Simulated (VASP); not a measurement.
# Al in VASP: relaxation of the atoms with PBE

Aim: the relaxation of the atoms of Al with PBE.

All numbers are computed with VASP 6.6.1; they aren't measurements. Logs are shortened: lines on timing, memory, paths and dates and some standing lists are left out, and cuts for length are marked.

**1. The cell of the first run**

The cell holds a slab with vacuum, 6 atoms: a = 2.857 Å, b = 4.041 Å, c = 23.144 Å, α = 90.00°, β = 90.00°, γ = 90.00°.

**2. Relaxation of the atoms, PBE**

Contents of INCAR:

```
SYSTEM = Al
  PREC = Accurate
  ENCUT = 520
  EDIFF = 1E-6
  ISMEAR = -1
  SIGMA = 0.08
  LREAL = .FALSE.
  LASPH = .TRUE.
  NELM = 60
  ALGO = Normal
  ISIF = 2
  LWAVE = .FALSE.
  LCHARG = .FALSE.
  LDIPOL = .TRUE.
  IDIPOL = 3
  DIPOL = 0.5 0.5 0.500
  GGA = PE
  IBRION = 2
  NSW = 60
  EDIFFG = -0.01
```

Contents of KPOINTS:

```
regular mesh
0
G
  13 9 1
  0 0 0
```

Contents of POSCAR:

```
Al
1.0
    2.8574853682      0.0000000000      0.0000000000
    0.0000000000      4.0410945620      0.0000000000
    0.0000000000      0.0000000000     23.1437000000
Al
6
Direct
    0.2500000000      0.2500000000      0.3456661333
    0.7500000000      0.7500000000      0.4073996800
    0.2500000000      0.2500000000      0.4691332267
    0.7500000000      0.7500000000      0.5308667733
    0.2500000000      0.2500000000      0.5926003200
    0.7500000000      0.7500000000      0.6543338667
```

Potentials or basis: VASP PAW PBE potentials, release 64 (Al).

The run is started by

```sh
$ cat potpaw_PBE.64/Al/POTCAR > POTCAR
$ mpirun -np 1 vasp_std > vasp.out
```

OUTCAR:

```text
SYSTEM = Al
   PREC = Accurate
   ENCUT = 520
   EDIFF = 1E-6
   ISMEAR = -1
   LREAL = .FALSE.
   LASPH = .TRUE.
   NELM = 60
   ISIF = 2
   GGA = PE
   IBRION = 2
   NSW = 60
   EDIFFG = -0.01

 ion  position               nearest neighbor table
   1  0.250  0.250  0.346-   2 2.86   2 2.86   2 2.86   2 2.86   3 2.86
   2  0.750  0.750  0.407-   4 2.86   1 2.86   1 2.86   1 2.86   1 2.86   3 2.86   3 2.86   3 2.86
                             3 2.86
   3  0.250  0.250  0.469-   5 2.86   4 2.86   4 2.86   4 2.86   4 2.86   2 2.86   2 2.86   2 2.86
                             2 2.86   1 2.86
   4  0.750  0.750  0.531-   2 2.86   3 2.86   3 2.86   3 2.86   3 2.86   5 2.86   5 2.86   5 2.86
                             5 2.86   6 2.86
   5  0.250  0.250  0.593-   3 2.86   6 2.86   6 2.86   6 2.86   6 2.86   4 2.86   4 2.86   4 2.86
                             4 2.86
   6  0.750  0.750  0.654-   5 2.86   5 2.86   5 2.86   5 2.86   4 2.86

  LATTYP: Found a simple orthorhombic cell.
 ALAT       =     2.8574853682
 B/A-ratio  =     1.4142135624
 C/A-ratio  =     8.0993240622

  Lattice vectors:

 A1 = (   2.8574853682,   0.0000000000,   0.0000000000)
 A2 = (   0.0000000000,   4.0410945620,   0.0000000000)
 A3 = (   0.0000000000,   0.0000000000,  23.1437000000)

Analysis of symmetry for initial positions (statically):
=====================================================================
 Subroutine PRICEL returns:
 Original cell was already a primitive cell.

 Routine SETGRP: Setting up the symmetry group for a
 simple orthorhombic supercell.

 Subroutine GETGRP returns: Found  8 space group operations
 (whereof  2 operations were pure point group operations)
 out of a pool of  8 trial point group operations.

The static configuration has the point symmetry S_2 .
 The point group associated with its full space group is D_2h.

Analysis of symmetry for dynamics (positions and initial velocities):
=====================================================================
 Subroutine PRICEL returns:
 Original cell was already a primitive cell.

 Routine SETGRP: Setting up the symmetry group for a
 simple orthorhombic supercell.

 Subroutine GETGRP returns: Found  8 space group operations
 (whereof  2 operations were pure point group operations)
 out of a pool of  8 trial point group operations.

The dynamic configuration has the point symmetry S_2 .
 The point group associated with its full space group is D_2h.

 Subroutine INISYM returns: Found  8 space group operations
 (whereof  2 operations are pure point group operations),
 and found     1 'primitive' translations

----------------------------------------------------------------------------------------

                                     Primitive cell

  volume of cell :     267.2488

  direct lattice vectors                    reciprocal lattice vectors
     2.857485368  0.000000000  0.000000000     0.349958047  0.000000000  0.000000000
     0.000000000  4.041094562  0.000000000     0.000000000  0.247457708  0.000000000
     0.000000000  0.000000000 23.143700000     0.000000000  0.000000000  0.043208303

  length of vectors
     2.857485368  4.041094562 23.143700000     0.349958047  0.247457708  0.043208303

  position of ions in fractional coordinates (direct lattice)
     0.250000000  0.250000000  0.345666133
     0.750000000  0.750000000  0.407399680
     0.250000000  0.250000000  0.469133227
     0.750000000  0.750000000  0.530866773
     0.250000000  0.250000000  0.592600320
     0.750000000  0.750000000  0.654333867

  ion indices of the primitive-cell ions
   primitive index   ion index
                 1           1
                 2           2
                 3           3
                 4           4
[... 74 lines left out ...]
   EDIFF  = 0.1E-05   stopping-criterion for ELM
   LREAL  =      F    real-space projection
   EDIFFG = -.1E-01   stopping-criterion for IOM
   NSW    =     60    number of steps for IOM
   IBRION =      2    ionic relax: 0-MD 1-quasi-New 2-CG
   NFREE  =      1    steps in history (QN), initial steepest desc. (CG)
   ISIF   =      2    stress and relaxation
   ISYM   =      2    0-nonsym 1-usesym 2-fastsym
   POTIM  = 0.5000    time-step for ionic-motion
   TEBEG  =    0.0;   TEEND  =   0.0 temperature during run
   PSTRESS=    0.0 pullay stress
   NELECT =      18.0000    total number of electrons
   NUPDOWN=      -1.0000    fix difference up-down
   EMIN   =  10.00;   EMAX   =-10.00  energy-range for DOS
   EFERMI =   0.00;   METHOD = LEGACY
   ISMEAR =    -1;   SIGMA  =   0.08  broadening in eV -4-tet -1-fermi 0-gaus
   EFERMI_NEDOS =   21; number of points for ismear=-14 and -15
   IALGO  =     38    algorithm
   IMIX   =      4    mixing-type and parameters
     AMIX     =   0.40;   BMIX     =  1.00
     AMIX_MAG =   1.60;   BMIX_MAG =  1.00
  volume/ion in A,a.u.               =      44.54       300.58
  Fermi-wavevector in a.u.,A,eV,Ry     =   0.666081  1.258711  6.036414  0.443664
  Thomas-Fermi vector in A             =   1.740273
   LORBIT       =      0    0 simple, 1 ext, 2 COOP (PROOUT), +10 PAW based schemes
   GGA     = PE    functional components
   LHFCALC =     F    Hartree Fock is set to
   AEXX    =    0.0000 exact exchange contribution
   IVDW    =     0    specifies the selected vdW correction
   LEPSILON=     F    determine dielectric tensor
   LRPA    =     F    only Hartree local field effects (RPA)
 conjugate gradient relaxation of ions
 non-spin polarized calculation
  energy-cutoff  :      520.00
  volume of cell :      267.25
 maximum number of plane-waves:      7235
 NGX is ok and might be reduce to    24
   NGX = 11   NGY = 15   NGZ = 87

--------------------------------------- Ionic step        1  -------------------------------------------

 number of electron      18.0000000 magnetization

 Free energy of the ion-electron system (eV)
  ---------------------------------------------------
  ext. energy  EPLUGINS =         0.00000000
  ---------------------------------------------------
  free energy    TOTEN  =       -20.97949263 eV

  energy without entropy =      -20.91157651  energy(sigma->0) =      -20.94553457

------------------------ aborting loop because EDIFF is reached ----------------------------------------

  FORCE on cell =-STRESS in cart. coord.  units (eV):
  Direction    XX          YY          ZZ          XY          YZ          ZX
  --------------------------------------------------------------------------------------
  -------------------------------------------------------------------------------------
  Total       -0.8350394     -1.8151923     -1.1589551      0.0000000      0.0000000      0.0000000
  in kB       -5.0061256    -10.8822178     -6.9480253      0.0000000      0.0000000      0.0000000
  external PRESSURE =      -7.6121229 kB  Pullay stress =       0.0000000 kB
[... 101 lines left out ...]
  FREE ENERGIE OF THE ION-ELECTRON SYSTEM (eV)
  ---------------------------------------------------
  free  energy   TOTEN  =       -21.0074478399 eV

  energy  without entropy=      -20.9391806784  energy(sigma->0) =      -20.97331426

[... ionic steps 4 to 7 ...]

--------------------------------------- Ionic step        8  -------------------------------------------

 number of electron      18.0000000 magnetization

------------------------ aborting loop because EDIFF is reached ----------------------------------------
[... 35 lines left out ...]
--------------------------------------- Ionic step        9  -------------------------------------------

 number of electron      18.0000000 magnetization

 dipolmoment           0.000000      0.000000      0.000000 electrons x Angstroem

------------------------ aborting loop because EDIFF is reached ----------------------------------------

  FORCE on cell =-STRESS in cart. coord.  units (eV):
  Direction    XX          YY          ZZ          XY          YZ          ZX
  --------------------------------------------------------------------------------------
  -------------------------------------------------------------------------------------
  Total       -0.0463615     -0.0862447      0.0476707     -0.0000000      0.0000000      0.0000000
  in kB       -0.2779405     -0.5170436      0.2857894     -0.0000000      0.0000000      0.0000000
  external PRESSURE =      -0.1697316 kB  Pullay stress =       0.0000000 kB
[... 27 lines left out ...]
--------------------------------------- Ionic step       10  -------------------------------------------

 number of electron      18.0000000 magnetization

 dipolmoment           0.000000      0.000000     -0.000000 electrons x Angstroem

 Free energy of the ion-electron system (eV)
  ---------------------------------------------------
  ext. energy  EPLUGINS =         0.00000000
  ---------------------------------------------------
  free energy    TOTEN  =       -21.02339474 eV

  energy without entropy =      -20.95915714  energy(sigma->0) =      -20.99127594

 E-fermi :   0.5971     XC(G=0):  -4.5860

 val. band max:        0.5960371763   @ k =   0.3846   0.3333   0.0000
 cond. band min:       0.6020854758   @ k =   0.4615   0.0000   0.0000
 fundamental gap:      0.0060482995
 Fermi energy:         0.5971338854

 k-point     1 :       0.0000    0.0000    0.0000
  band No.  band energies     occupation
      1     -10.2693      2.00000
      2      -9.0315      2.00000
      3      -7.0305      2.00000
      4      -4.4260      2.00000
      5      -2.1026      2.00000
      6      -1.9222      2.00000
      7      -0.9741      2.00000
      8      -0.7006      2.00000
      9       0.4836      1.61027
     10       0.5754      1.13475
     11       0.8900      0.05011
     12       2.8460      0.00000
     13       3.0085      0.00000
[... 354 lines left out ...]
  band No.  band energies     occupation
      1      -8.8463      2.00000
      2      -7.6302      2.00000
      3      -5.8896      2.00000
      4      -5.7055      2.00000
      5      -4.5956      2.00000
      6      -3.2467      2.00000
      7      -2.5015      2.00000
      8      -1.0378      2.00000
      9       0.5459      1.30978
     10       1.4929      0.00003
     11       3.0403      0.00000
     12       3.4121      0.00000
     13       3.8576      0.00000

 [... further k-points ...]

------------------------ aborting loop because EDIFF is reached ----------------------------------------

 vacuum level on the upper side and lower side of the slab       (xc-potential included)        -0.008        -0.008

  FORCE on cell =-STRESS in cart. coord.  units (eV):
  Direction    XX          YY          ZZ          XY          YZ          ZX
  --------------------------------------------------------------------------------------
  -------------------------------------------------------------------------------------
  Total       -0.0521236     -0.0889460      0.0296899      0.0000000      0.0000000      0.0000000
  in kB       -0.3124851     -0.5332381      0.1779930      0.0000000      0.0000000      0.0000000
  external PRESSURE =      -0.2225767 kB  Pullay stress =       0.0000000 kB
[... 21 lines left out ...]
  FREE ENERGIE OF THE ION-ELECTRON SYSTEM (eV)
  ---------------------------------------------------
  free  energy   TOTEN  =       -21.0233947426 eV

  energy  without entropy=      -20.9591571431  energy(sigma->0) =      -20.99127594

 reached required accuracy - stopping structural energy minimisation

 vacuum level on the upper side and lower side of the slab         4.454         4.454
```

Run time: 18 min. Hardware: 1 thread of Oxide Virtual Turin-like, shared host; peak memory 0.37 GiB.

Results:

| Property | Result |
| --- | --- |
| Free energy | -21.0234 eV |
| Energy gained by relaxing | 7.3 meV/atom |
| Ionic steps | 10 |
| Largest force after relaxing | 0.008 eV/Å |
| Band gap on the k mesh | zero (bands 9 and 10 overlap by 2.35 eV) |

Forces in eV/Å, atoms in the order of the input:
```
Al   0.000  0.000 -0.008
Al   0.000  0.000  0.006
Al   0.000  0.000  0.000
Al   0.000  0.000  0.000
Al   0.000  0.000 -0.006
Al   0.000  0.000  0.008
```

Step by step:
```csv
step,energy change (eV),largest force (eV/Å),pressure (GPa)
1,0.0000,0.2443,-0.76
2,-0.0088,0.2221,-0.72
3,-0.0280,0.1522,-0.57
4,-0.0340,0.1587,-0.21
5,-0.0368,0.0910,-0.35
6,-0.0393,0.0765,-0.29
7,-0.0435,0.0271,-0.10
8,-0.0437,0.0399,-0.04
9,-0.0439,0.0147,-0.02
10,-0.0439,0.0084,-0.02
```

Final structure:
```
Al
1.0
     2.85749    0.00000    0.00000
     0.00000    4.04109    0.00000
     0.00000    0.00000   23.14370
Al
6
Direct
  0.25000 0.25000 0.35177
  0.75000 0.75000 0.40645
  0.25000 0.25000 0.47123
  0.75000 0.75000 0.52877
  0.25000 0.25000 0.59355
  0.75000 0.75000 0.64823
```

Levels at points of the mesh, in eV from the Fermi level:
```
           k point  band 7  band 8  band 9  band 10  band 11  band 12
(0.00, 0.00, 0.00)   -1.57   -1.30   -0.11    -0.02     0.29     2.25
```
